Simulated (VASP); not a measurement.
Wanted: the native input for a VASP 6.6.1 run.

```yaml
Task: electric field gradients
Functional: LDA
Potentials_or_basis: VASP PAW LDA potentials, release 64 (Nb_sv, Ru_pv)
Cutoff: 520 eV
k_mesh: 9 × 9 × 9
Occupations: fermi-dirac, width 0.05 eV
Spin: no spin polarisation
Dipole_correction: no
Further_INCAR_settings: ALGO = Normal; EDIFF = 1e-08; NBANDS = 36
```

The structure of NbRu3 lies in POSCAR:

```
NbRu3
1.0
    3.8800000000     -0.0194000000     -0.0194000000
   -0.0194000000      3.8800000000     -0.0194000000
   -0.0194000000     -0.0194000000      3.8800000000
Nb Ru
1 3
Direct
    0.0000000000      0.0000000000      0.0000000000
    0.0000000000      0.5000000000      0.5000000000
    0.5000000000      0.0000000000      0.5000000000
    0.5000000000      0.5000000000      0.0000000000
```

This cell differs from its parent crystal: equal xy, yz and zx shear strains of -1 %.

The input as run:

INCAR

```
SYSTEM = NbRu3
PREC = Accurate
ENCUT = 520
EDIFF = 1E-8
ISMEAR = -1
SIGMA = 0.05
LREAL = .False.
LASPH = .True.
NELM = 80
ALGO = Normal
ISIF = 2
LWAVE = .False.
LCHARG = .False.
GGA = CA
LEFG = .True.
NBANDS = 36
```

KPOINTS

```
regular mesh
0
Gamma
  9 9 9
  0 0 0
```

Potentials or basis: VASP PAW LDA potentials, release 64 (Nb_sv, Ru_pv).

Command:

```sh
$ cat potpaw_LDA.64/Nb_sv/POTCAR potpaw_LDA.64/Ru_pv/POTCAR > POTCAR
$ mpirun -np 1 vasp_std > vasp.out
```

Results of the run:

```json
{
  "Pressure": "-10.9 GPa",
  "Band gap on the k mesh": "zero (an odd number of electrons rules out a gap without spin polarisation)",
  "Largest electric field gradient by atom": "Nb -0.5; Ru -13.7 V/Å²"
}
```

Caveat: the cell differs from its parent crystal (equal xy, yz and zx shear strains of -1 %); the cell stands under tension; without QUAD_EFG the Cq values of the log hold for a quadrupole moment of 1 mb, not for the nuclei.

It took 77 s on 1 thread of Intel(R) Xeon(R) 6975P-C (Granite Rapids) (shared host), peak memory 0.25 GiB.
